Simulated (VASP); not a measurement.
# InH (R-3m) in VASP: further runs

InH is run at these levels: PBE; tasks: single point, relaxation of cell and atoms.

All numbers are computed with VASP 6.6.1; they aren't measurements. Logs are shortened: lines on timing, memory, paths and dates and some standing lists are left out, and cuts for length are marked.

## (1) The cell of the first run

The structure is trigonal, space group R-3m (No. 166). The conventional cell has a = 3.384 Å, b = 3.384 Å, c = 8.363 Å, α = 90.00°, β = 90.00°, γ = 120.00°. In (site symmetry -3m) has 6 H at 2.40 Å within 3.2 Å. H (site symmetry -3m) has 6 In at 2.40 Å within 3.2 Å.

## (2) Single point, PBE

Input file INCAR:

```
PREC = Accurate ; ENCUT = 520
EDIFF = 1E-6 ; ISMEAR = 0
SIGMA = 0.1 ; LREAL = F
LASPH = T ; NELM = 60
ALGO = Normal ; ISIF = 2
LWAVE = F ; LCHARG = F
GGA = PE ; NBANDS = 14
```

Input file KPOINTS:

```
regular mesh
0
Gamma
  6 6 6
```

Input file POSCAR:

```
InH
1.0
    1.6920000000      0.9768766600      2.7877216500
   -1.6920000000      0.9768766600      2.7877216500
    0.0000000000     -1.9537533100      2.7877216500
In H
1 1
Direct
    0.0000000000      0.0000000000      0.0000000000
    0.5000000000      0.5000000000      0.5000000000
```

Potentials or basis: VASP PAW PBE potentials, release 64 (In_d, H).

The run is started by

```
$ cat potpaw_PBE.64/In_d/POTCAR potpaw_PBE.64/H/POTCAR > POTCAR
$ mpirun -np 1 vasp_std > vasp.out
```

OUTCAR:

```text
PREC = Accurate
   ENCUT = 520
   EDIFF = 1E-6
   ISMEAR = 0
   LREAL = F
   LASPH = T
   NELM = 60
   ISIF = 2
   GGA = PE

 ion  position               nearest neighbor table
   1  0.000  0.000  0.000-   2 2.40   2 2.40   2 2.40   2 2.40   2 2.40   2 2.40
   2  0.500  0.500  0.500-   1 2.40   1 2.40   1 2.40   1 2.40   1 2.40   1 2.40

  LATTYP: Found a trigonal (rhomboedric) cell.
 ALAT       =     3.4041950600
 COS(alpha) =     0.5059148060

  Lattice vectors:

 A1 = (   1.6920000000,   0.9768766600,   2.7877216500)
 A2 = (  -1.6920000000,   0.9768766600,   2.7877216500)
 A3 = (   0.0000000000,  -1.9537533100,   2.7877216500)

Analysis of symmetry for initial positions (statically):
=====================================================================
 Subroutine PRICEL returns:
 Original cell was already a primitive cell.

 Routine SETGRP: Setting up the symmetry group for a
 trigonal (rhombohedral) supercell.

 Subroutine GETGRP returns: Found 12 space group operations
 (whereof 12 operations were pure point group operations)
 out of a pool of 12 trial point group operations.

The static configuration has the point symmetry D_3d.

Analysis of symmetry for dynamics (positions and initial velocities):
=====================================================================
 Subroutine PRICEL returns:
 Original cell was already a primitive cell.

 Routine SETGRP: Setting up the symmetry group for a
 trigonal (rhombohedral) supercell.

 Subroutine GETGRP returns: Found 12 space group operations
 (whereof 12 operations were pure point group operations)
 out of a pool of 12 trial point group operations.

The dynamic configuration has the point symmetry D_3d.

 Subroutine INISYM returns: Found 12 space group operations
 (whereof 12 operations are pure point group operations),
 and found     1 'primitive' translations

----------------------------------------------------------------------------------------

                                     Primitive cell

  volume of cell :      27.6465

  direct lattice vectors                    reciprocal lattice vectors
     1.692000000  0.976876660  2.787721650     0.295508274  0.170611781  0.119571957
    -1.692000000  0.976876660  2.787721650    -0.295508274  0.170611781  0.119571957
     0.000000000 -1.953753310  2.787721650     0.000000000 -0.341223563  0.119571957

  length of vectors
     3.404195060  3.404195060  3.404195058     0.361567384  0.361567384  0.361567384

  position of ions in fractional coordinates (direct lattice)
     0.000000000  0.000000000  0.000000000
     0.500000000  0.500000000  0.500000000

  ion indices of the primitive-cell ions
   primitive index   ion index
                 1           1
                 2           2

----------------------------------------------------------------------------------------

 KPOINTS: regular mesh

Automatic generation of k-mesh.
 Grid dimensions read from file:
 generate k-points for:    6    6    6

 Generating k-lattice:

  Cartesian coordinates                     Fractional coordinates (reciprocal lattice)
     0.049251379  0.028435297  0.019928659     0.166666667 -0.000000000  0.000000000
    -0.049251379  0.028435297  0.019928659    -0.000000000  0.166666667  0.000000000
     0.000000000 -0.056870594  0.019928660     0.000000000  0.000000000  0.166666667

  Length of vectors
     0.060261231  0.060261231  0.060261231

  Shift w.r.t. Gamma in fractional coordinates (k-lattice)
     0.000000000  0.000000000  0.000000000

 Subroutine IBZKPT returns following result:
 ===========================================

 Found     32 irreducible k-points:

 Following reciprocal coordinates:
            Coordinates               Weight
  0.000000  0.000000  0.000000      1.000000
  0.166667  0.000000  0.000000      6.000000
  0.333333 -0.000000  0.000000      6.000000
  0.500000  0.000000  0.000000      3.000000
  0.166667  0.166667  0.000000      6.000000
  0.333333  0.166667  0.000000     12.000000
[... 16 lines left out ...]
  0.500000  0.500000  0.166667      6.000000
 -0.333333  0.500000  0.166667     12.000000
 [... further k-points ...]
   k-points           NKPTS =     32   k-points in BZ     NKDIM =     32   number of bands    NBANDS=     14
   number of dos      NEDOS =    301   number of ions     NIONS =      2
   total plane-waves  NPLWV =  21952
   dimension x,y,z NGX =    28 NGY =   28 NGZ =   28
   dimension x,y,z NGXF=    56 NGYF=   56 NGZF=   56
   ions per type =               1   1
   NGX,Y,Z   is equivalent  to a cutoff of  13.67, 13.67, 13.67 a.u.
   NGXF,Y,Z  is equivalent  to a cutoff of  27.35, 27.35, 27.35 a.u.
 SYSTEM =  unknown system
   PREC   = accura    normal or accurate (medium, high low for compatibility)
   ISTART =      0    job   : 0-new  1-cont  2-samecut
   ICHARG =      2    charge: 1-file 2-atom 10-const
   ISPIN  =      1    spin polarized calculation?
   LNONCOLLINEAR =      F non collinear calculations
   LSORBIT =      F    spin-orbit coupling
   LASPH  =      T    aspherical Exc in radial PAW
   ENCUT  =  520.0 eV  38.22 Ry    6.18 a.u.   6.33  6.33  6.33*2*pi/ulx,y,z
   NELM   =     60;   NELMIN=  2; NELMDL= -5     # of ELM steps
   EDIFF  = 0.1E-05   stopping-criterion for ELM
   LREAL  =      F    real-space projection
   EDIFFG = 0.1E-04   stopping-criterion for IOM
   NSW    =      0    number of steps for IOM
   IBRION =     -1    ionic relax: 0-MD 1-quasi-New 2-CG
   NFREE  =      0    steps in history (QN), initial steepest desc. (CG)
   ISIF   =      2    stress and relaxation
   ISYM   =      2    0-nonsym 1-usesym 2-fastsym
   POTIM  = 0.5000    time-step for ionic-motion
   TEBEG  =    0.0;   TEEND  =   0.0 temperature during run
   PSTRESS=    0.0 pullay stress
   NELECT =      14.0000    total number of electrons
   NUPDOWN=      -1.0000    fix difference up-down
   EMIN   =  10.00;   EMAX   =-10.00  energy-range for DOS
   EFERMI =   0.00;   METHOD = LEGACY
   ISMEAR =     0;   SIGMA  =   0.10  broadening in eV -4-tet -1-fermi 0-gaus
   EFERMI_NEDOS =   21; number of points for ismear=-14 and -15
   IALGO  =     38    algorithm
   IMIX   =      4    mixing-type and parameters
     AMIX     =   0.40;   BMIX     =  1.00
     AMIX_MAG =   1.60;   BMIX_MAG =  1.00
  volume/ion in A,a.u.               =      13.82        93.28
  Fermi-wavevector in a.u.,A,eV,Ry     =   1.304880  2.465866 23.166803  1.702712
  Thomas-Fermi vector in A             =   2.435786
   LORBIT       =      0    0 simple, 1 ext, 2 COOP (PROOUT), +10 PAW based schemes
   GGA     = PE    functional components
   LHFCALC =     F    Hartree Fock is set to
   AEXX    =    0.0000 exact exchange contribution
   IVDW    =     0    specifies the selected vdW correction
   LEPSILON=     F    determine dielectric tensor
   LRPA    =     F    only Hartree local field effects (RPA)
 non-spin polarized calculation
 Gauss-broadening in eV      SIGMA  =   0.10
  energy-cutoff  :      520.00
  volume of cell :       27.65
 maximum number of plane-waves:       754
 NGX is ok and might be reduce to    28
   NGX = 13   NGY = 13   NGZ = 13

 number of electron      13.9999997 magnetization

 Free energy of the ion-electron system (eV)
  ---------------------------------------------------
  ext. energy  EPLUGINS =         0.00000000
  ---------------------------------------------------
  free energy    TOTEN  =        -4.88317422 eV

  energy without entropy =       -4.87739394  energy(sigma->0) =       -4.88028408

 E-fermi :   7.5394     XC(G=0): -10.5896

 val. band max:        7.4708206000   @ k =   0.3333   0.3333   0.1667
 cond. band min:       7.5759999566   @ k =  -0.1667   0.1667   0.1667
 fundamental gap:      0.1051793566
 Fermi energy:         7.5394385228

 k-point     1 :       0.0000    0.0000    0.0000
  band No.  band energies     occupation
      1      -6.9958      2.00000
      2      -6.9867      2.00000
      3      -6.9867      2.00000
      4      -6.8392      2.00000
      5      -6.8392      2.00000
      6      -3.2406      2.00000
      7      11.7324      0.00000
      8      16.4649      0.00000
      9      16.7055      0.00000
     10      16.7055      0.00000
     11      18.8046      0.00000
     12      20.5111      0.00000
     13      20.7307      0.00000
     14      20.7307      0.00000

 k-point     2 :       0.1667    0.0000    0.0000
  band No.  band energies     occupation
      1      -6.9965      2.00000
      2      -6.9647      2.00000
      3      -6.9537      2.00000
      4      -6.8376      2.00000
      5      -6.8376      2.00000
      6      -2.6684      2.00000
      7       9.8776      0.00000
      8      14.5389      0.00000
      9      15.9890      0.00000
     10      16.1591      0.00000
     11      19.0293      0.00000
     12      21.2538      0.00000
     13      21.2968      0.00000
     14      21.9353      0.00000

 k-point     3 :       0.3333   -0.0000    0.0000
  band No.  band energies     occupation
      1      -7.0276      2.00000
      2      -6.9759      2.00000
      3      -6.9645      2.00000
      4      -6.7601      2.00000
      5      -6.7549      2.00000
      6      -0.9513      2.00000
      7       5.9583      2.00000
      8      12.7736      0.00000
      9      15.3989      0.00000
     10      15.5034      0.00000
     11      19.0470      0.00000
     12      19.1268      0.00000
     13      19.7692      0.00000
     14      23.9078      0.00000
[... 324 lines left out ...]
 k-point    23 :       0.5000    0.5000    0.1667
  band No.  band energies     occupation
      1      -7.1598      2.00000
      2      -7.0974      2.00000
      3      -6.7701      2.00000
      4      -6.7404      2.00000
      5      -6.6873      2.00000
      6       1.9246      2.00000
      7       6.1184      2.00000
      8       7.4138      1.92431
      9      11.4936      0.00000
     10      11.6994      0.00000
     11      17.0830      0.00000
     12      24.7936      0.00000
     13      25.5357      0.00000
     14      28.4344      0.00000

 k-point    24 :      -0.3333    0.5000    0.1667
  band No.  band energies     occupation
      1      -7.1396      2.00000
      2      -7.0628      2.00000
      3      -6.8068      2.00000
      4      -6.7739      2.00000
      5      -6.6638      2.00000
      6       3.4441      2.00000
      7       5.8773      2.00000
      8       6.1256      2.00000
      9       8.3310      0.00000
     10      14.6070      0.00000
     11      18.0829      0.00000
     12      23.1212      0.00000
     13      23.8001      0.00000
     14      29.9056      0.00000

 [... further k-points ...]

------------------------ aborting loop because EDIFF is reached ----------------------------------------

  FORCE on cell =-STRESS in cart. coord.  units (eV):
  Direction    XX          YY          ZZ          XY          YZ          ZX
  --------------------------------------------------------------------------------------
  -------------------------------------------------------------------------------------
  Total        1.0574018      1.0574018      1.4104596      0.0000000      0.0000000      0.0000000
  in kB       61.2787461     61.2787462     81.7392185      0.0000000      0.0000001      0.0000000
  external PRESSURE =      68.0989036 kB  Pullay stress =       0.0000000 kB

 VOLUME and BASIS-vectors are now :
 -----------------------------------------------------------------------------
  energy-cutoff  :      520.00
  volume of cell :       27.65
      direct lattice vectors                 reciprocal lattice vectors
     1.692000000  0.976876660  2.787721650     0.295508274  0.170611781  0.119571957
    -1.692000000  0.976876660  2.787721650    -0.295508274  0.170611781  0.119571957
     0.000000000 -1.953753310  2.787721650     0.000000000 -0.341223563  0.119571957

 POSITION                                       TOTAL-FORCE (eV/Angst)
 -----------------------------------------------------------------------------------
      0.00000      0.00000      0.00000         0.000000      0.000000      0.000000
      0.00000      0.00000      4.18158        -0.000000     -0.000000      0.000000
 -----------------------------------------------------------------------------------
    total drift:                                0.000000      0.000000     -0.000000

  FREE ENERGIE OF THE ION-ELECTRON SYSTEM (eV)
  ---------------------------------------------------
  free  energy   TOTEN  =        -4.8831742243 eV

  energy  without entropy=       -4.8773939434  energy(sigma->0) =       -4.88028408
```

Wall time 13 s (1 thread of Intel Xeon Platinum 8259CL at 2.50GHz (Skylake/Cascade Lake), shared host); peak memory 0.16 GiB.

What came out:

- Free energy: -4.8832 eV
- Pressure: 6.8 GPa
- Band gap on the k mesh: zero (bands 7 and 8 overlap by 5.61 eV)

Levels at points of the mesh, in eV from the Fermi level:
| k point | band 4 | band 5 | band 6 | band 7 | band 8 | band 9 | band 10 | band 11 |
| --- | --- | --- | --- | --- | --- | --- | --- | --- |
| (0.00, 0.00, 0.00) | -14.38 | -14.38 | -10.78 | 4.19 | 8.93 | 9.17 | 9.17 | 11.27 |
| (0.50, 0.00, 0.00) | -14.24 | -14.24 | -6.32 | -4.66 | 4.69 | 7.67 | 7.74 | 10.68 |
| (0.50, 0.50, 0.00) | -14.20 | -14.20 | -4.53 | -2.58 | 1.13 | 3.10 | 3.25 | 7.11 |
| (0.50, 0.50, 0.50) | -14.24 | -14.24 | -6.37 | -4.78 | 4.80 | 7.85 | 7.85 | 10.84 |

Caveat: the k points lie up to 0.38 Å⁻¹ apart, too coarse for converged energies and pressures of a metal; spin-orbit coupling is left out, which moves the levels of the heavy elements.

## (3) Single point, PBE

This run uses another cell than the first one, of 15.90 Å³/atom.

Input file INCAR:

```
SYSTEM = InH
  PREC = Accurate
  ENCUT = 520
  EDIFF = 1E-7
  ISMEAR = 0
  SIGMA = 0.1
  LREAL = .FALSE.
  LASPH = .TRUE.
  NELM = 60
  ALGO = Normal
  ISIF = 2
  LWAVE = .FALSE.
  LCHARG = .FALSE.
  GGA = PE
  NBANDS = 14
```

Input file KPOINTS:

```
Automatic mesh
0
G
  18 18 18
  0 0 0
```

Input file POSCAR:

```
InH
1.0
    1.7642225037      1.0185743374      2.9489968213
   -1.7642225037      1.0185743374      2.9489968213
    0.0000000000     -2.0371486748      2.9489968213
In H
1 1
Direct
    0.0000000000      0.0000000000      0.0000000000
    0.5000000000      0.5000000000      0.5000000000
```

Potentials or basis: VASP PAW PBE potentials, release 64 (In_d, H).

The run is started by

```
$ cat potpaw_PBE.64/In_d/POTCAR potpaw_PBE.64/H/POTCAR > POTCAR
$ mpirun -np 1 vasp_std > vasp.out
```

Run time: 3.8 min. Hardware: 1 thread of Intel Xeon Platinum 8259CL at 2.50GHz (Skylake/Cascade Lake), shared host; peak memory 0.37 GiB.

Results (log left out):

| Quantity | Value |
| --- | --- |
| Free energy | -4.9669 eV |
| Pressure | -0.1 GPa |
| Band gap on the k mesh | zero (bands 7 and 8 overlap by 4.92 eV) |

Levels at points of the mesh, in eV from the Fermi level:
```csv
k point,band 4,band 5,band 6,band 7,band 8,band 9,band 10,band 11
"(0.00, 0.00, 0.00)",-14.38,-14.38,-9.72,3.48,7.75,8.31,8.31,10.99
"(0.50, 0.00, 0.00)",-14.30,-14.28,-5.52,-4.49,4.34,6.73,6.87,9.80
"(0.50, 0.50, 0.00)",-14.27,-14.27,-4.31,-2.10,0.47,2.82,3.17,6.69
"(0.50, 0.50, 0.50)",-14.30,-14.30,-5.63,-4.77,4.61,7.12,7.12,10.23
```

Caveat: spin-orbit coupling is left out, which moves the levels of the heavy elements.

## (4) Relaxation of cell and atoms, PBE

This run uses another cell than the first one, of 15.67 Å³/atom.

Input file INCAR:

```
ALGO = Normal
EDIFF = 1E-6
EDIFFG = -0.01
ENCUT = 600
GGA = PE
IBRION = 2
ISIF = 3
ISMEAR = 0
LASPH = True
LCHARG = False
LREAL = False
LWAVE = False
NELM = 80
NSW = 100
PREC = Accurate
SIGMA = 0.1
```

Input file KPOINTS:

```
k-points
0
Gamma
  18 18 18
```

Input file POSCAR:

```
InH
1.0
    1.7447498450      1.0073317927      2.9722778761
   -1.7447498450      1.0073317927      2.9722778761
    0.0000000000     -2.0146635854      2.9722778761
In H
1 1
Direct
    0.0000000000      0.0000000000      0.0000000000
    0.5000000000      0.5000000000      0.5000000000
```

The run is started by

```
$ cat potpaw_PBE.64/In_d/POTCAR potpaw_PBE.64/H/POTCAR > POTCAR
$ mpirun -np 1 vasp_std > vasp.out
```

Run time: 15 min. Hardware: 1 thread of Intel Xeon Platinum 8259CL at 2.50GHz (Skylake/Cascade Lake), shared host; peak memory 0.41 GiB.

It converged, with:

| Item | Value |
| --- | --- |
| Free energy | -4.9670 eV |
| Relaxed volume | 15.91 Å³/atom |
| Relaxed cell | a = 3.584 Å, b = 3.584 Å, c = 3.584 Å, α = 59.01°, β = 59.01°, γ = 59.01° |
| Space group after relaxing (to 0.1 Å) | Fm-3m (No. 225) |
| Energy gained by relaxing | 0.6 meV/atom |
| Ionic steps | 7 |
| Pressure after relaxing | 0.0 GPa |
| Band gap on the k mesh | zero (bands 7 and 8 overlap by 4.92 eV) |

Step by step:
```tsv
step	energy change (eV)	largest force (eV/Å)	pressure (GPa)	volume (Å³)
1	0.0000	0.0000	0.49	31.34
2	-0.0006	0.0000	0.27	31.56
3	-0.0009	0.0000	-0.06	31.89
4	-0.0010	0.0000	-0.09	31.88
5	-0.0012	0.0000	-0.08	31.85
6	-0.0012	0.0000	0.04	31.78
7	-0.0013	0.0000	0.00	31.82
```

Final structure:
```xyz
2
Lattice="1.7651 1.0191 2.9478 -1.7651 1.0191 2.9478 0.0000 -2.0382 2.9478" Properties=species:S:1:pos:R:3 pbc="T T T"
In    0.0000    0.0000    0.0000
H     0.0000    0.0000    4.4217
```

Levels at points of the mesh, in eV from the Fermi level:
```csv
k point,band 4,band 5,band 6,band 7,band 8,band 9,band 10,band 11
"(0.00, 0.00, 0.00)",-14.38,-14.38,-9.72,3.47,7.76,8.30,8.30,10.99
"(0.50, 0.00, 0.00)",-14.30,-14.28,-5.52,-4.50,4.34,6.73,6.87,9.81
"(0.50, 0.50, 0.00)",-14.27,-14.27,-4.31,-2.10,0.47,2.82,3.16,6.69
"(0.50, 0.50, 0.50)",-14.29,-14.29,-5.62,-4.76,4.60,7.11,7.11,10.22
```

Caveat: spin-orbit coupling is left out, which moves the levels of the heavy elements.

## (5) The runs side by side

```csv
task,cell,k mesh,cutoff (eV),gap on the mesh (eV),pressure (GPa)
single point,"a = 3.404 Å, angles 59.6°, 2 atoms",6 × 6 × 6,520,none,6.8
single point,"a = 3.584 Å, angles 59.0°, 2 atoms",18 × 18 × 18,520,none,-0.1
relaxation of cell and atoms,"relaxed from a = 3.591 Å, angles 58.1°, 2 atoms",18 × 18 × 18,600,none,0.0
```

Alike in all rows: level PBE; potentials or basis VASP PAW PBE potentials, release 64 (In_d, H); no spin polarisation; smearing gaussian 0.1 eV.

Caveats: some runs use coarse meshes; spin-orbit coupling is left out, which moves the levels of the heavy elements.

Absolute energies hang on the potentials; compare differences alone.

The gap in the log of VASP goes by the Fermi energy; the results here count the filled bands.